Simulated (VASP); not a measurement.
# Te (Im-3m) in VASP: further runs

Runs on Te. Level: PBE. Tasks: single point, relaxation of cell and atoms.

Program: VASP 6.6.1. These are calculated values, not measurements. Logs are shortened: lines on timing, memory, paths and dates and some standing lists are left out, and cuts for length are marked.

## Step 1: The cell of the first run

The structure is cubic, space group Im-3m (No. 229). Conventional cell: a = 3.852 Å, b = 3.852 Å, c = 3.852 Å, α = 90.00°, β = 90.00°, γ = 90.00°. Within 4.4 Å of Te (site symmetry m-3m) lie 14 Te at 3.34 to 3.85 Å.

## Step 2: Single point, PBE

INCAR reads:

```
ALGO = Normal
EDIFF = 1E-7
ENCUT = 520
GGA = PE
ISIF = 2
ISMEAR = -1
LASPH = True
LCHARG = True
LELF = True
LREAL = False
LVHAR = True
LWAVE = False
NBANDS = 9
NELM = 80
PREC = Accurate
SIGMA = 0.05
```

KPOINTS reads:

```
k-points
0
Gamma
  15 15 15
```

POSCAR reads:

```
Te
1.0
   -1.9260310110      1.9260310110      1.9260310110
    1.9260310110     -1.9260310110      1.9260310110
    1.9260310110      1.9260310110     -1.9260310110
Te
1
Direct
    0.0000000000      0.0000000000      0.0000000000
```

Potentials or basis: VASP PAW PBE potentials, release 64 (Te).

Started as:

```console
$ cat potpaw_PBE.64/Te/POTCAR > POTCAR
$ mpirun -np 1 vasp_std > vasp.out
```

OUTCAR:

```text
EDIFF = 1E-7
   ENCUT = 520
   GGA = PE
   ISIF = 2
   ISMEAR = -1
   LASPH = True
   LREAL = False
   NELM = 80
   PREC = Accurate

 ion  position               nearest neighbor table
   1  0.000  0.000  0.000-

  LATTYP: Found a body centered cubic cell.
 ALAT       =     3.8520620220

  Lattice vectors:

 A1 = (  -1.9260310110,   1.9260310110,   1.9260310110)
 A2 = (   1.9260310110,  -1.9260310110,   1.9260310110)
 A3 = (   1.9260310110,   1.9260310110,  -1.9260310110)

Analysis of symmetry for initial positions (statically):
=====================================================================
 Subroutine PRICEL returns:
 Original cell was already a primitive cell.

 Routine SETGRP: Setting up the symmetry group for a
 body centered cubic supercell.

 Subroutine GETGRP returns: Found 48 space group operations
 (whereof 48 operations were pure point group operations)
 out of a pool of 48 trial point group operations.

The static configuration has the point symmetry O_h .

Analysis of symmetry for dynamics (positions and initial velocities):
=====================================================================
 Subroutine PRICEL returns:
 Original cell was already a primitive cell.

 Routine SETGRP: Setting up the symmetry group for a
 body centered cubic supercell.

 Subroutine GETGRP returns: Found 48 space group operations
 (whereof 48 operations were pure point group operations)
 out of a pool of 48 trial point group operations.

The dynamic configuration has the point symmetry O_h .

 Subroutine INISYM returns: Found 48 space group operations
 (whereof 48 operations are pure point group operations),
 and found     1 'primitive' translations

----------------------------------------------------------------------------------------

                                     Primitive cell

  volume of cell :      28.5792

  direct lattice vectors                    reciprocal lattice vectors
    -1.926031011  1.926031011  1.926031011     0.000000000  0.259601220  0.259601220
     1.926031011 -1.926031011  1.926031011     0.259601220  0.000000000  0.259601220
     1.926031011  1.926031011 -1.926031011     0.259601220  0.259601220  0.000000000

  length of vectors
     3.335983568  3.335983568  3.335983568     0.367131566  0.367131566  0.367131566

  position of ions in fractional coordinates (direct lattice)
     0.000000000  0.000000000  0.000000000

  ion indices of the primitive-cell ions
   primitive index   ion index
                 1           1

----------------------------------------------------------------------------------------

 KPOINTS: k-points

Automatic generation of k-mesh.
 Grid dimensions read from file:
 generate k-points for:   15   15   15

 Generating k-lattice:

  Cartesian coordinates                     Fractional coordinates (reciprocal lattice)
     0.000000000  0.017306748  0.017306748     0.066666667  0.000000000  0.000000000
     0.017306748  0.000000000  0.017306748     0.000000000  0.066666667  0.000000000
     0.017306748  0.017306748  0.000000000     0.000000000  0.000000000  0.066666667

  Length of vectors
     0.024475438  0.024475438  0.024475438

  Shift w.r.t. Gamma in fractional coordinates (k-lattice)
     0.000000000  0.000000000  0.000000000

 Subroutine IBZKPT returns following result:
 ===========================================

 Found    120 irreducible k-points:

 Following reciprocal coordinates:
            Coordinates               Weight
  0.000000  0.000000  0.000000      1.000000
  0.066667  0.000000  0.000000     12.000000
  0.133333  0.000000  0.000000     12.000000
  0.200000  0.000000  0.000000     12.000000
  0.266667  0.000000  0.000000     12.000000
  0.333333  0.000000  0.000000     12.000000
[... 16 lines left out ...]
  0.333333  0.200000  0.000000     48.000000
  0.400000  0.200000  0.000000     24.000000
 [... further k-points ...]
   k-points           NKPTS =    120   k-points in BZ     NKDIM =    120   number of bands    NBANDS=      9
   number of dos      NEDOS =    301   number of ions     NIONS =      1
   total plane-waves  NPLWV =  21952
   dimension x,y,z NGX =    28 NGY =   28 NGZ =   28
   dimension x,y,z NGXF=    56 NGYF=   56 NGZF=   56
   ions per type =               1
   NGX,Y,Z   is equivalent  to a cutoff of  13.95, 13.95, 13.95 a.u.
   NGXF,Y,Z  is equivalent  to a cutoff of  27.91, 27.91, 27.91 a.u.
 SYSTEM =  unknown system
   PREC   = accura    normal or accurate (medium, high low for compatibility)
   ISTART =      0    job   : 0-new  1-cont  2-samecut
   ICHARG =      2    charge: 1-file 2-atom 10-const
   ISPIN  =      1    spin polarized calculation?
   LNONCOLLINEAR =      F non collinear calculations
   LSORBIT =      F    spin-orbit coupling
   LASPH  =      T    aspherical Exc in radial PAW
   ENCUT  =  520.0 eV  38.22 Ry    6.18 a.u.   6.20  6.20  6.20*2*pi/ulx,y,z
   NELM   =     80;   NELMIN=  2; NELMDL= -5     # of ELM steps
   EDIFF  = 0.1E-06   stopping-criterion for ELM
   LREAL  =      F    real-space projection
   EDIFFG = 0.1E-05   stopping-criterion for IOM
   NSW    =      0    number of steps for IOM
   IBRION =     -1    ionic relax: 0-MD 1-quasi-New 2-CG
   NFREE  =      0    steps in history (QN), initial steepest desc. (CG)
   ISIF   =      2    stress and relaxation
   ISYM   =      2    0-nonsym 1-usesym 2-fastsym
   POTIM  = 0.5000    time-step for ionic-motion
   TEBEG  =    0.0;   TEEND  =   0.0 temperature during run
   PSTRESS=    0.0 pullay stress
   NELECT =       6.0000    total number of electrons
   NUPDOWN=      -1.0000    fix difference up-down
   EMIN   =  10.00;   EMAX   =-10.00  energy-range for DOS
   EFERMI =   0.00;   METHOD = LEGACY
   ISMEAR =    -1;   SIGMA  =   0.05  broadening in eV -4-tet -1-fermi 0-gaus
   EFERMI_NEDOS =   21; number of points for ismear=-14 and -15
   IALGO  =     38    algorithm
   IMIX   =      4    mixing-type and parameters
     AMIX     =   0.40;   BMIX     =  1.00
     AMIX_MAG =   1.60;   BMIX_MAG =  1.00
  volume/ion in A,a.u.               =      28.58       192.86
  Fermi-wavevector in a.u.,A,eV,Ry     =   0.972991  1.838686 12.880781  0.946711
  Thomas-Fermi vector in A             =   2.103334
   LORBIT       =      0    0 simple, 1 ext, 2 COOP (PROOUT), +10 PAW based schemes
   GGA     = PE    functional components
   LHFCALC =     F    Hartree Fock is set to
   AEXX    =    0.0000 exact exchange contribution
   IVDW    =     0    specifies the selected vdW correction
   LEPSILON=     F    determine dielectric tensor
   LRPA    =     F    only Hartree local field effects (RPA)
 non-spin polarized calculation
  energy-cutoff  :      520.00
  volume of cell :       28.58
 maximum number of plane-waves:       782
 NGX is ok and might be reduce to    28
   NGX = 13   NGY = 13   NGZ = 13

 number of electron       6.0000000 magnetization

 Free energy of the ion-electron system (eV)
  ---------------------------------------------------
  ext. energy  EPLUGINS =         0.00000000
  ---------------------------------------------------
  free energy    TOTEN  =        -2.82894905 eV

  energy without entropy =       -2.81955082  energy(sigma->0) =       -2.82424993

 E-fermi :   7.8006     XC(G=0): -10.0594

 val. band max:        7.7785007737   @ k =  -0.2667   0.2667   0.2000
 cond. band min:       7.8131336233   @ k =  -0.4000   0.4000   0.0667
 fundamental gap:      0.0346328496
 Fermi energy:         7.8006261356

 k-point     1 :       0.0000    0.0000    0.0000
  band No.  band energies     occupation
      1      -6.0402      2.00000
      2      10.7478      0.00000
      3      10.7478      0.00000
      4      10.7478      0.00000
      5      17.5507      0.00000
      6      17.6580      0.00000
      7      17.6580      0.00000
      8      17.6580      0.00000
      9      19.7064      0.00000

 k-point     2 :       0.0667    0.0000    0.0000
  band No.  band energies     occupation
      1      -5.9600      2.00000
      2      10.1686      0.00000
      3      10.5444      0.00000
      4      10.7075      0.00000
      5      17.1995      0.00000
      6      17.2120      0.00000
      7      17.9986      0.00000
      8      18.0856      0.00000
      9      18.9343      0.00000

 k-point     3 :       0.1333    0.0000    0.0000
  band No.  band energies     occupation
      1      -5.7214      2.00000
      2       8.8164      0.00000
      3      10.0424      0.00000
      4      10.5915      0.00000
      5      16.1906      0.00000
      6      16.4565      0.00000
      7      18.7014      0.00000
      8      18.7123      0.00000
      9      18.9110      0.00000

 k-point     4 :       0.2000    0.0000    0.0000
  band No.  band energies     occupation
      1      -5.3318      2.00000
      2       7.1912      1.99999
      3       9.4324      0.00000
      4      10.4169      0.00000
      5      15.2295      0.00000
      6      15.7535      0.00000
      7      18.6101      0.00000
      8      19.0537      0.00000
      9      20.2017      0.00000
[... 205 lines left out ...]
 k-point    22 :       0.2667    0.2000   -0.0000
  band No.  band energies     occupation
      1      -3.4546      2.00000
      2       3.5724      2.00000
      3       6.0696      2.00000
      4       9.0548      0.00000
      5      14.8837      0.00000
      6      16.5475      0.00000
      7      19.2060      0.00000
      8      20.8060      0.00000
      9      22.4814      0.00000

 k-point    23 :       0.3333    0.2000    0.0000
  band No.  band energies     occupation
      1      -2.9450      2.00000
      2       2.8154      2.00000
      3       5.6027      2.00000
      4       8.8996      0.00000
      5      14.7524      0.00000
      6      16.9572      0.00000
      7      19.2483      0.00000
      8      20.4601      0.00000
      9      23.5101      0.00000

 k-point    24 :       0.4000    0.2000    0.0000
  band No.  band energies     occupation
      1      -2.7295      2.00000
      2       2.5068      2.00000
      3       5.4536      2.00000
      4       8.8463      0.00000
      5      14.7013      0.00000
      6      17.1538      0.00000
      7      19.5886      0.00000
      8      19.7585      0.00000
      9      25.0380      0.00000

 [... further k-points ...]
[... 5 lines left out ...]
  --------------------------------------------------------------------------------------
  -------------------------------------------------------------------------------------
  Total       -0.0158953     -0.0158953     -0.0158953     -0.0000000      0.0000000     -0.0000000
  in kB       -0.8911069     -0.8911069     -0.8911069     -0.0000000      0.0000000     -0.0000000
  external PRESSURE =      -0.8911069 kB  Pullay stress =       0.0000000 kB

 VOLUME and BASIS-vectors are now :
 -----------------------------------------------------------------------------
  energy-cutoff  :      520.00
  volume of cell :       28.58
      direct lattice vectors                 reciprocal lattice vectors
    -1.926031011  1.926031011  1.926031011     0.000000000  0.259601220  0.259601220
     1.926031011 -1.926031011  1.926031011     0.259601220  0.000000000  0.259601220
     1.926031011  1.926031011 -1.926031011     0.259601220  0.259601220  0.000000000

 POSITION                                       TOTAL-FORCE (eV/Angst)
 -----------------------------------------------------------------------------------
      0.00000      0.00000      0.00000        -0.000000     -0.000000     -0.000000
 -----------------------------------------------------------------------------------
    total drift:                                0.000000      0.000000     -0.000000

  FREE ENERGIE OF THE ION-ELECTRON SYSTEM (eV)
  ---------------------------------------------------
  free  energy   TOTEN  =        -2.8289490474 eV

  energy  without entropy=       -2.8195508188  energy(sigma->0) =       -2.82424993
```

It used 50 s of CPU time on 1 thread of AMD EPYC 7R13 Processor (Zen 3), with other jobs on the host.

What came out:

- Free energy: -2.8289 eV
- Pressure: -0.1 GPa
- Band gap on the k mesh: zero (band 3 reaches 10.75 eV, above the bottom of band 4 at 4.91 eV)

Levels at points of the mesh, in eV from the Fermi level:
| k point | band 1 | band 2 | band 3 | band 4 | band 5 | band 6 | band 7 |
| --- | --- | --- | --- | --- | --- | --- | --- |
| (0.00, 0.00, 0.00) | -13.84 | 2.95 | 2.95 | 2.95 | 9.75 | 9.86 | 9.86 |

Caveat: spin-orbit coupling is left out, which moves the levels of the heavy elements.

## Step 3: Single point, PBE

This run uses another cell than the first one, of 28.82 Å³/atom, 1.009 times its volume.

INCAR reads:

```
SYSTEM = Te
  PREC = Accurate
  ENCUT = 520
  EDIFF = 1E-6
  ISMEAR = -1
  SIGMA = 0.05
  LREAL = .FALSE.
  LASPH = .TRUE.
  NELM = 80
  ALGO = Normal
  ISIF = 2
  LWAVE = .FALSE.
  LCHARG = .TRUE.
  GGA = PE
  LELF = .TRUE.
  LVHAR = .TRUE.
  NBANDS = 9
```

KPOINTS reads:

```
Automatic mesh
0
G
  15 15 15
  0 0 0
```

POSCAR reads:

```
Te
1.0
   -1.9314995462      1.9314995462      1.9314995462
    1.9314995462     -1.9314995462      1.9314995462
    1.9314995462      1.9314995462     -1.9314995462
Te
1
Direct
    0.0000000000      0.0000000000      0.0000000000
```

Potentials or basis: VASP PAW PBE potentials, release 64 (Te).

Started as:

```console
$ cat potpaw_PBE.64/Te/POTCAR > POTCAR
$ mpirun -np 1 vasp_std > vasp.out
```

It used 37 s of CPU time on 1 thread of AMD EPYC 7R13 Processor (Zen 3), with other jobs on the host.

It converged, with:

```yaml
Free_energy: -2.8285 eV
Pressure: -0.5 GPa
Band_gap_on_the_k_mesh: zero (band 3 reaches 10.59 eV, above the bottom of band 4 at 4.82 eV)
```

Levels at points of the mesh, in eV from the Fermi level:
```csv
k point,band 1,band 2,band 3,band 4,band 5,band 6
"(0.00, 0.00, 0.00)",-13.77,2.91,2.91,2.91,9.65,9.84
```

Caveat: spin-orbit coupling is left out, which moves the levels of the heavy elements.

## Step 4: Relaxation of cell and atoms, PBE

This run uses another cell than the first one, of 29.00 Å³/atom, 1.015 times its volume.

INCAR reads:

```
  PREC = Accurate
  ENCUT = 600
  EDIFF = 1E-6
  ISMEAR = -1
  SIGMA = 0.05
  LREAL = False
  LASPH = True
  NELM = 80
  ALGO = Normal
  ISIF = 3
  LWAVE = False
  LCHARG = False
  GGA = PE
  IBRION = 2
  NSW = 60
  EDIFFG = -0.005
```

KPOINTS reads:

```
regular mesh
0
Gamma
  15 15 15
```

POSCAR reads:

```
Te
1.0
   -1.9354383203      1.9354383203      1.9354383203
    1.9354383203     -1.9354383203      1.9354383203
    1.9354383203      1.9354383203     -1.9354383203
Te
1
Direct
    0.0000000000      0.0000000000      0.0000000000
```

Started as:

```console
$ cat potpaw_PBE.64/Te/POTCAR > POTCAR
$ mpirun -np 1 vasp_std > vasp.out
```

It used 64 s of CPU time on 1 thread of AMD EPYC 7R13 Processor (Zen 3), with other jobs on the host.

It converged, with:

| Property | Result |
| --- | --- |
| Free energy | -2.8290 eV |
| Relaxed volume | 28.53 Å³/atom |
| Relaxed cell | a = 3.334 Å, b = 3.334 Å, c = 3.334 Å, α = 109.47°, β = 109.47°, γ = 109.47° |
| Space group after relaxing (to 0.05 Å) | Im-3m (No. 229) |
| Energy gained by relaxing | 1.3 meV/atom |
| Ionic steps | 3 |
| Pressure after relaxing | 0.0 GPa |
| Band gap on the k mesh | zero (band 3 reaches 10.78 eV, above the bottom of band 4 at 4.92 eV) |

Step by step:
```tsv
step	energy change (eV)	largest force (eV/Å)	pressure (GPa)	volume (Å³)
1	0.0000	0.0000	-0.84	29.00
2	-0.0011	0.0000	0.31	28.37
3	-0.0013	0.0000	0.01	28.53
```

Final structure:
```xyz
1
Lattice="-1.9249 1.9249 1.9249 1.9249 -1.9249 1.9249 1.9249 1.9249 -1.9249" Properties=species:S:1:pos:R:3 pbc="T T T"
Te    0.0000    0.0000    0.0000
```

Levels at points of the mesh, in eV from the Fermi level:
```csv
k point,band 1,band 2,band 3,band 4,band 5,band 6,band 7
"(0.00, 0.00, 0.00)",-13.86,2.96,2.96,2.96,9.77,9.86,9.86
```

Caveat: spin-orbit coupling is left out, which moves the levels of the heavy elements.

## Step 5: The runs side by side

| task | cell | cutoff (eV) | gap on the mesh (eV) | pressure (GPa) |
| --- | --- | --- | --- | --- |
| single point | a = 3.336 Å, angles 109.5°, 1 atom | 520 | none | -0.1 |
| single point | a = 3.345 Å, angles 109.5°, 1 atom | 520 | none | -0.5 |
| relaxation of cell and atoms | relaxed from a = 3.352 Å, angles 109.5°, 1 atom | 600 | none | 0.0 |

Alike in all rows: level PBE; potentials or basis VASP PAW PBE potentials, release 64 (Te); no spin polarisation; k mesh 15 × 15 × 15; smearing fermi-dirac 0.05 eV.

Caveats: spin-orbit coupling is left out, which moves the levels of the heavy elements.

Absolute energies hang on the potentials; compare differences alone.
